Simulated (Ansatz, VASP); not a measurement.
**Li4NbO4: VASP beside Ansatz**

The input INCAR:

```
PREC = Accurate ; ENCUT = 520
EDIFF = 1E-7 ; ISMEAR = 0
SIGMA = 0.05 ; LREAL = False
LASPH = True ; NELM = 60
ALGO = Normal ; ISIF = 2
LWAVE = False ; LCHARG = False
GGA = PS ; NBANDS = 34
```

KPOINTS

```
Automatic mesh
0
Gamma
  10 10 10
```

POSCAR

```
Li4NbO4
1.0
   -3.8119495391      3.8119495391      1.6301049253
    3.8119495391     -3.8119495391      1.6301049253
    3.8119495391      3.8119495391     -1.6301049253
Li Nb O
4 1 4
Direct
    0.2279101365      0.2104504461      0.4383605826
    0.8426719780      0.3341549847      0.1768269627
    0.1573280220      0.6658450153      0.8231730373
    0.6658450153      0.8426719780      0.5085169933
    0.0000000000      0.0000000000      0.0000000000
    0.7589255465      0.0797104317      0.8386359782
    0.9202895683      0.7589255465      0.6792151148
    0.0797104317      0.2410744535      0.3207848852
    0.2410744535      0.9202895683      0.1613640218
```

Input for Ansatz:

```yaml
crystal:
  lattice:
    - [-3.8119495391, 3.8119495391, 1.6301049253]
    - [3.8119495391, -3.8119495391, 1.6301049253]
    - [3.8119495391, 3.8119495391, -1.6301049253]
  atoms:
    - { symbol: Li, position: [0.2279101365, 0.2104504461, 0.4383605826] }
    - { symbol: Li, position: [0.842671978, 0.3341549847, 0.1768269627] }
    - { symbol: Li, position: [0.157328022, 0.6658450153, 0.8231730373] }
    - { symbol: Li, position: [0.6658450153, 0.842671978, 0.5085169933] }
    - { symbol: Nb, position: [0.0, 0.0, 0.0] }
    - { symbol: O, position: [0.7589255465, 0.0797104317, 0.8386359782] }
    - { symbol: O, position: [0.9202895683, 0.7589255465, 0.6792151148] }
    - { symbol: O, position: [0.0797104317, 0.2410744535, 0.3207848852] }
    - { symbol: O, position: [0.2410744535, 0.9202895683, 0.1613640218] }
basis:
  ecutwfc: 420
kpoints:
  mp_grid: { grid: [10, 10, 10] }
hamiltonian:
  xc: pbesol
  pseudopotentials: { kind: paw, azcp: { folder: soft_1 } }
scf:
  occupations: { method: gaussian, width: 0.05 }
output:
  forces: true
  stress: true
  eigenvalues: true
```

Alike in both runs: task single point; functional PBEsol; k mesh 10 × 10 × 10; occupations gaussian, width 0.05 eV; no spin polarisation.

```csv
,VASP,Ansatz
version,VASP 6.6.1,Ansatz 0.2.0
potentials or method,"VASP PAW PBE potentials, release 64 (Li_sv, Nb_sv, O), cutoff 520 eV","scalar-relativistic, plane waves, PAW"
valence electrons in the cell,49,49
```

```tsv
	VASP	Ansatz	Ansatz less VASP
rms of the force components (eV/Å)	8.430	6.683	-1.7475
```

VASP's potentials were made for PBE, not for PBEsol, and Ansatz warns of the same on its side. Atom by atom the forces differ by 1.763 eV/Å (rms over components). The functional is the same, so the differences come from potentials, cutoffs and numerics.

Noted on VASP's run: the cutoff is under 1.25 times that of the potentials, so the pressure is a little rough.
